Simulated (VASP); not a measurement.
Wanted: the native input for a VASP 6.6.1 run.

- Task: single point
- Functional: PBE
- Potentials or basis: VASP PAW PBE potentials, release 64 (Cu)
- Cutoff: 520 eV
- k mesh: 13 × 18 × 5
- Occupations: gaussian, width 0.15 eV
- Spin: no spin polarisation
- Dipole correction: no
- Further INCAR settings: ALGO = Fast; EDIFF = 1e-06; NBANDS = 54

The structure of Cu lies in POSCAR:

```
Cu
1.0
    3.6150000000      0.0000000000      0.0000000000
    0.0000000000      1.8075000000     -1.8075000000
    0.0000000000      7.4067766953      7.4067766953
Cu
8
Direct
    0.0000000000      0.0000000000      0.9151247943
    0.5000000000      0.5000000000      0.0610083196
    0.0000000000      0.0000000000      0.1830249589
    0.5000000000      0.5000000000      0.3050415981
    0.0000000000      0.0000000000      0.4270582374
    0.5000000000      0.5000000000      0.5490748766
    0.0000000000      0.0000000000      0.6710915158
    0.5000000000      0.5000000000      0.7931081551
```

This cell differs from its parent crystal: the distance across one plane changed.

One way to write it, as run:

INCAR

```
PREC = Accurate
ENCUT = 520
EDIFF = 1E-6
ISMEAR = 0
SIGMA = 0.15
LREAL = F
LASPH = T
NELM = 100
ALGO = Fast
ISIF = 2
LWAVE = F
LCHARG = F
GGA = PE
NBANDS = 54
```

KPOINTS

```
regular mesh
0
Gamma
  13 18 5
```

Potentials or basis: VASP PAW PBE potentials, release 64 (Cu).

The run is started by

```bash
$ cat potpaw_PBE.64/Cu/POTCAR > POTCAR
$ mpirun -np 1 vasp_std > vasp.out
```

It gave:

- Pressure: -0.3 GPa
- Largest force: 0.601 eV/Å
- Band gap on the k mesh: zero (bands 44 and 45 overlap by 3.50 eV)

Caveat: the cell differs from its parent crystal (the distance across one plane changed).

Run time: 21 min on 1 thread of Oxide Virtual Turin-like Processor, with other jobs on the host, peak memory 0.71 GiB.
